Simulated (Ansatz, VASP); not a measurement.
## SiO2 in VASP and in Ansatz

```
Si O
1.0
     6.97907    0.00000    0.00000
     0.00000    6.97907    0.00000
     0.00000    0.00000    6.97907
Si O
8 16
Direct
  0.28834 0.28834 0.28834
  0.21166 0.71166 0.78834
  0.78834 0.21166 0.71166
  0.71166 0.78834 0.21166
  0.02415 0.02415 0.02415
  0.47585 0.97585 0.52415
  0.52415 0.47585 0.97585
  0.97585 0.52415 0.47585
  0.15601 0.15601 0.15601
  0.34399 0.84399 0.65601
  0.65601 0.34399 0.84399
  0.84399 0.65601 0.34399
  0.63843 0.66915 0.02859
  0.86157 0.33085 0.52859
  0.13843 0.83085 0.97141
  0.36157 0.16915 0.47141
  0.02859 0.63843 0.66915
  0.52859 0.86157 0.33085
  0.97141 0.13843 0.83085
  0.47141 0.36157 0.16915
  0.66915 0.02859 0.63843
  0.33085 0.52859 0.86157
  0.83085 0.97141 0.13843
  0.16915 0.47141 0.36157
```

Alike in both runs: functional LDA; k mesh 4 × 4 × 4; occupations gaussian, width 0.02 eV; no spin polarisation.

Ansatz relaxed the structure, and its values are those at the end. VASP's run is a single point on that final structure, the one shown.

```csv
,VASP,Ansatz
version,VASP 6.6.1,Ansatz 0.2.0
potentials or method,"VASP PAW LDA potentials, release 64 (Si, O), cutoff 520 eV","scalar-relativistic, plane waves, PAW"
valence electrons in the cell,128,128
```

VASP gave:

- gap on the k mesh at the Fermi level (eV): 5.71
- least direct gap on the mesh (eV): 5.72
- pressure (GPa): 1.0
- rms of the force components (eV/Å): 0.018

Problem. Which values does Ansatz return?

Solution. gap on the k mesh at the Fermi level (eV): 5.71; least direct gap on the mesh (eV): 5.72; pressure (GPa): 0.4; rms of the force components (eV/Å): 0.001.

LDA's correlation is that of Perdew and Zunger in VASP and of Perdew and Wang (1992) in Ansatz. Ansatz's warnings: stress scf threshold loose.
